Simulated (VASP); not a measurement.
Wanted: the native input for a VASP 6.6.1 run.

```yaml
Task: single point
Functional: PBE
Potentials_or_basis: VASP PAW PBE potentials, release 64 (Au, C)
Cutoff: 520 eV
k_mesh: 9 × 9 × 1
Occupations: gaussian, width 0.1 eV
Spin: no spin polarisation
Dipole_correction: yes
Further_INCAR_settings: ALGO = Normal; EDIFF = 1e-06; NBANDS = 26
```

The structure of Au3C lies in POSCAR:

```
Au3C
1.0
    2.9402049748      0.0000000000      0.0000000000
   -1.4701024874      2.5462922005      0.0000000000
    0.0000000000      0.0000000000     21.8974947720
Au C
3 1
Direct
    0.6666666667      0.3333333333      0.1826692981
    0.3333333333      0.6666666667      0.2945190844
    0.0000000000      0.0000000000      0.4063247812
    0.7777777778     -0.7777777778      0.5510901999
```

The input as run:

INCAR

```
SYSTEM = Au3C
  ALGO = Normal
  DIPOL = 0.5 0.5 0.359
  EDIFF = 1E-6
  ENCUT = 520
  GGA = PE
  IDIPOL = 3
  ISIF = 2
  ISMEAR = 0
  LASPH = .True.
  LCHARG = .True.
  LDIPOL = .True.
  LELF = .True.
  LREAL = .False.
  LVACPOTAV = .True.
  LVHAR = .True.
  LWAVE = .False.
  NBANDS = 26
  NELM = 100
  PREC = Accurate
  SIGMA = 0.1
```

KPOINTS

```
k-points
0
Gamma
  9 9 1
  0 0 0
```

Potentials or basis: VASP PAW PBE potentials, release 64 (Au, C).

Command:

```bash
$ cat potpaw_PBE.64/Au/POTCAR potpaw_PBE.64/C/POTCAR > POTCAR
$ mpirun -np 1 vasp_std > vasp.out
```

It gave:

- Largest force: 0.524 eV/Å

Run time: 3 min on 1 thread of Intel(R) Xeon(R) Platinum 8259CL CPU @ 2.50GHz (Skylake/Cascade Lake), on a shared host, peak memory 0.34 GiB.
